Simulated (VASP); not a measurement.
# TlWF6 (Fm-3m) in VASP: notebook, part 2 of 3

VASP 6.6.1. The steps go on from the part before.

## (3) Single point, PBE, collinear spin

INCAR

```
SYSTEM = TlWF6
ALGO     = Normal         ! electronic algorithm
EDIFF    = 1E-7           ! SCF threshold, eV
ENCUT    = 520            ! plane-wave cutoff, eV
GGA      = PE             ! functional
ISIF     = 2              ! what is computed and relaxed
ISMEAR   = 0              ! smearing method
ISPIN    = 2              ! spin polarisation
LASPH    = .TRUE.         ! aspherical terms in the spheres
LCHARG   = .FALSE.        ! write CHGCAR
LMAXMIX  = 4              ! l up to which the mixer works
LORBIT   = 11             ! projections on sites
LREAL    = .FALSE.        ! projectors in reciprocal space
LWAVE    = .FALSE.        ! write WAVECAR
MAGMOM   = 0.09 1.63 0.04 0.04 0.04 0.04 0.04 0.04 ! initial moments
NBANDS   = 48             ! bands
NELM     = 150            ! most SCF steps
PREC     = Accurate       ! precision mode
SIGMA    = 0.1            ! smearing width, eV
```

KPOINTS

```
k-points
0
G
  4 4 4
  0 0 0
```

POSCAR

```
TlWF6
1.0
    0.0000000000      4.4370000000      4.4370000000
    4.4370000000      0.0000000000      4.4370000000
    4.4370000000      4.4370000000      0.0000000000
Tl W F
1 1 6
Direct
    0.5000000000      0.5000000000      0.5000000000
    0.0000000000      0.0000000000      0.0000000000
    0.7500000000      0.2500000000      0.2500000000
    0.2500000000      0.7500000000      0.7500000000
    0.2500000000      0.7500000000      0.2500000000
    0.7500000000      0.2500000000      0.7500000000
    0.2500000000      0.2500000000      0.7500000000
    0.7500000000      0.7500000000      0.2500000000
```

Potentials or basis: VASP PAW PBE potentials, release 64 (Tl_d, W_sv, F).

Launch:

```bash
> cat potpaw_PBE.64/Tl_d/POTCAR potpaw_PBE.64/W_sv/POTCAR potpaw_PBE.64/F/POTCAR > POTCAR
> mpirun -np 1 vasp_std > vasp.out
```

OUTCAR:

```text
SYSTEM = TlWF6
   EDIFF = 1E-7
   ENCUT = 520
   GGA = PE
   ISIF = 2
   ISMEAR = 0
   ISPIN = 2
   LASPH = .TRUE.
   LORBIT = 11
   LREAL = .FALSE.
   NELM = 150
   PREC = Accurate

 ion  position               nearest neighbor table
   1  0.500  0.500  0.500-   3 2.22   4 2.22   5 2.22   6 2.22   7 2.22   8 2.22
   2  0.000  0.000  0.000-   3 2.22   4 2.22   5 2.22   6 2.22   7 2.22   8 2.22
   3  0.750  0.250  0.250-   1 2.22   2 2.22
   4  0.250  0.750  0.750-   1 2.22   2 2.22
   5  0.250  0.750  0.250-   1 2.22   2 2.22
   6  0.750  0.250  0.750-   1 2.22   2 2.22
   7  0.250  0.250  0.750-   1 2.22   2 2.22
   8  0.750  0.750  0.250-   1 2.22   2 2.22

  LATTYP: Found a face centered cubic cell.
 ALAT       =     8.8740000000

  Lattice vectors:

 A1 = (   0.0000000000,   4.4370000000,   4.4370000000)
 A2 = (   4.4370000000,   0.0000000000,   4.4370000000)
 A3 = (   4.4370000000,   4.4370000000,   0.0000000000)

Analysis of symmetry for initial positions (statically):
=====================================================================
 Subroutine PRICEL returns:
 Original cell was already a primitive cell.

 Routine SETGRP: Setting up the symmetry group for a
 face centered cubic supercell.

 Subroutine GETGRP returns: Found 48 space group operations
 (whereof 48 operations were pure point group operations)
 out of a pool of 48 trial point group operations.

The static configuration has the point symmetry O_h .

Analysis of symmetry for dynamics (positions and initial velocities):
=====================================================================
 Subroutine PRICEL returns:
 Original cell was already a primitive cell.

 Routine SETGRP: Setting up the symmetry group for a
[... 176 lines left out ...]
      2     -40.5333      1.00000
      3     -40.5333      1.00000
      4     -40.5332      1.00000
      5     -23.6908      1.00000
      6     -23.4465      1.00000
[... 381 lines left out ...]
     45       8.7894      0.00000
     46       8.7895      0.00000
 Fermi energy:        -0.4273564548

 spin component 2

 k-point     1 :       0.0000    0.0000    0.0000
  band No.  band energies     occupation
      1     -75.2518      1.00000
      2     -39.1134      1.00000
      3     -39.1134      1.00000
      4     -39.1134      1.00000
      5     -23.6210      1.00000
      6     -23.3825      1.00000
[... 381 lines left out ...]
     45       8.9306      0.00000
     46       8.9307      0.00000
 [bands above 46 left out]

------------------------ aborting loop because EDIFF is reached ----------------------------------------

  FORCE on cell =-STRESS in cart. coord.  units (eV):
  Direction    XX          YY          ZZ          XY          YZ          ZX
  --------------------------------------------------------------------------------------
  -------------------------------------------------------------------------------------
  Total       -7.3507916     -7.3507916     -7.3507916      0.0000000     -0.0000000      0.0000000
  in kB      -67.4134277    -67.4134277    -67.4134277      0.0000000     -0.0000000      0.0000000
  external PRESSURE =     -67.4134277 kB  Pullay stress =       0.0000000 kB

 VOLUME and BASIS-vectors are now :
 -----------------------------------------------------------------------------
  energy-cutoff  :      520.00
  volume of cell :      174.70
      direct lattice vectors                 reciprocal lattice vectors
     0.000000000  4.437000000  4.437000000    -0.112688754  0.112688754  0.112688754
     4.437000000  0.000000000  4.437000000     0.112688754 -0.112688754  0.112688754
     4.437000000  4.437000000  0.000000000     0.112688754  0.112688754 -0.112688754

 POSITION                                       TOTAL-FORCE (eV/Angst)
 -----------------------------------------------------------------------------------
      4.43700      4.43700      4.43700        -0.000000      0.000000     -0.000000
      0.00000      0.00000      0.00000         0.000000      0.000000      0.000000
      2.21850      4.43700      4.43700        -2.583517      0.000000      0.000000
      6.65550      4.43700      4.43700         2.583517      0.000000      0.000000
      4.43700      2.21850      4.43700         0.000000     -2.583517      0.000000
      4.43700      6.65550      4.43700         0.000000      2.583517      0.000000
      4.43700      4.43700      2.21850         0.000000      0.000000     -2.583517
      4.43700      4.43700      6.65550         0.000000      0.000000      2.583517
 -----------------------------------------------------------------------------------
    total drift:                                0.000000     -0.000000     -0.000000

  FREE ENERGIE OF THE ION-ELECTRON SYSTEM (eV)
  ---------------------------------------------------
  free  energy   TOTEN  =       -39.7547704160 eV

  energy  without entropy=      -39.6876773629  energy(sigma->0) =      -39.72122389

 total charge

# of ion       s       p       d       tot
------------------------------------------
    1        0.781   0.339   9.847  10.966
    2        2.195   6.115   2.957  11.266
    3        1.738   4.304   0.000   6.042
    4        1.738   4.304   0.000   6.042
    5        1.738   4.304   0.000   6.042
    6        1.738   4.304   0.000   6.042
    7        1.738   4.304   0.000   6.042
    8        1.738   4.304   0.000   6.042
--------------------------------------------------
tot         13.405  32.278  12.803  58.487

 magnetization (x)

# of ion       s       p       d       tot
------------------------------------------
    1        0.195   0.003   0.001   0.198
    2        0.033   0.017   2.056   2.106
    3        0.004   0.025   0.000   0.030
    4        0.004   0.025   0.000   0.030
    5        0.004   0.025   0.000   0.030
    6        0.004   0.025   0.000   0.030
    7        0.004   0.025   0.000   0.030
    8        0.004   0.025   0.000   0.030
--------------------------------------------------
tot          0.255   0.172   2.056   2.483
```

OSZICAR:

```text
N       E                     dE             d eps       ncg     rms          rms(c)
DAV:   1     0.595632768967E+03    0.59563E+03   -0.36302E+04  1544   0.136E+03
DAV:   2    -0.633947132271E+01   -0.60197E+03   -0.58456E+03  1848   0.377E+02
[... 11 lines left out ...]
DAV:  14    -0.397547527585E+02   -0.40096E-04   -0.22207E-04  1632   0.822E-02    0.358E-02
DAV:  15    -0.397547757045E+02   -0.22946E-04   -0.49490E-05  1552   0.273E-02    0.297E-02
DAV:  16    -0.397547707683E+02    0.49362E-05   -0.25057E-05  1624   0.253E-02    0.524E-03
DAV:  17    -0.397547705758E+02    0.19248E-06   -0.21340E-06  1656   0.575E-03    0.217E-03
DAV:  18    -0.397547704668E+02    0.10898E-06   -0.19926E-07  1200   0.227E-03    0.231E-03
DAV:  19    -0.397547704160E+02    0.50799E-07   -0.19155E-07  1152   0.194E-03
   1 F= -.39754770E+02 E0= -.39721224E+02  d E =-.670931E-01  mag=     2.8800
```

Wall time 2.1 min (1 thread of AMD EPYC 9R45 (Zen 5), shared host); peak memory 0.42 GiB.

Results:

```yaml
Free_energy: -39.7548 eV
Pressure: -6.7 GPa
Net_moment: 2.88 μB per cell
Site_moments: Tl +0.20; W +2.11; F +0.03 μB
Valence_electrons_inside_the_program's_atomic_spheres: Tl 10.97; W 11.27; F 6.04
```

Caveat: the cell stands under tension; spin-orbit coupling is left out, which moves the levels of the heavy elements.

## (4) Single point, PBE, collinear spin

This run uses another cell than the first one, of 26.92 Å³/atom.

INCAR

```
PREC = Accurate ; ENCUT = 520
EDIFF = 1E-7 ; ISMEAR = 0
SIGMA = 0.1 ; LREAL = False
LASPH = True ; NELM = 150
ALGO = Normal ; ISIF = 2
LWAVE = False ; LCHARG = False
ISPIN = 2 ; MAGMOM = 0 0.49 0.02 0.02 0.02 0.02 0.02 0.02
LORBIT = 11 ; LMAXMIX = 4
GGA = PE ; NBANDS = 48
```

KPOINTS

```
Automatic mesh
0
Gamma
  4 4 4
```

POSCAR

```
TlWF6
1.0
    0.0000000000      4.7576978246      4.7576978246
    4.7576978246      0.0000000000      4.7576978246
    4.7576978246      4.7576978246      0.0000000000
Tl W F
1 1 6
Direct
    0.5000000000      0.5000000000      0.5000000000
    0.0000000000      0.0000000000      0.0000000000
    0.7989842003      0.2010157997      0.2010157997
    0.2010157997      0.7989842003      0.7989842003
    0.2010157997      0.7989842003      0.2010157997
    0.7989842003      0.2010157997      0.7989842003
    0.2010157997      0.2010157997      0.7989842003
    0.7989842003      0.7989842003      0.2010157997
```

Launch:

```bash
> cat potpaw_PBE.64/Tl_d/POTCAR potpaw_PBE.64/W_sv/POTCAR potpaw_PBE.64/F/POTCAR > POTCAR
> mpirun -np 1 vasp_std > vasp.out
```

It took 2.5 min on 1 thread of AMD EPYC 9R45 (Zen 5), shared host; peak memory 0.47 GiB.

The run converged. Its results:

| Quantity | Value |
| --- | --- |
| Free energy | -45.5346 eV |
| Pressure | 0.8 GPa |
| Largest force | 0.310 eV/Å |
| Band gap on the k mesh | zero (filled and empty bands overlap) |
| Net moment | 1.00 μB per cell |
| Site moments | Tl +0.00; W +0.80; F +0.02 μB |
| Valence electrons inside the program's atomic spheres | Tl 11.06; W 11.76; F 6.08 |

Forces on the atoms (eV/Å):
```
Tl   0.000  0.000  0.000
W    0.000  0.000  0.000
F    0.310  0.000  0.000
F   -0.310  0.000  0.000
F    0.000  0.310  0.000
F    0.000 -0.310  0.000
F    0.000  0.000  0.310
F    0.000  0.000 -0.310
```

Levels at points of the mesh, in eV from the Fermi level:
Spin up:
```csv
k point,band 30,band 31,band 32,band 33,band 34,band 35,band 36,band 37,band 38,band 39
"(0.00, 0.00, 0.00)",-5.67,-5.15,-5.15,-5.15,-4.58,0.01,0.01,0.01,3.45,3.45
"(0.50, 0.00, 0.00)",-5.64,-5.20,-5.20,-5.18,-3.99,-0.01,0.04,0.04,2.42,2.79
"(0.50, 0.50, 0.00)",-5.68,-5.21,-5.21,-5.16,-4.68,0.01,0.08,0.08,2.77,3.25
```
Spin down:
| k point | band 30 | band 31 | band 32 | band 33 | band 34 | band 35 | band 36 | band 37 | band 38 | band 39 |
| --- | --- | --- | --- | --- | --- | --- | --- | --- | --- | --- |
| (0.00, 0.00, 0.00) | -5.61 | -5.10 | -5.10 | -5.10 | -4.56 | 0.73 | 0.73 | 0.73 | 3.45 | 3.45 |
| (0.50, 0.00, 0.00) | -5.59 | -5.15 | -5.15 | -5.13 | -3.98 | 0.69 | 0.75 | 0.75 | 2.47 | 2.87 |
| (0.50, 0.50, 0.00) | -5.63 | -5.16 | -5.16 | -5.10 | -4.66 | 0.73 | 0.79 | 0.79 | 2.78 | 3.26 |

Caveat: spin-orbit coupling is left out, which moves the levels of the heavy elements.

(Part 2 of 3 ends here.)
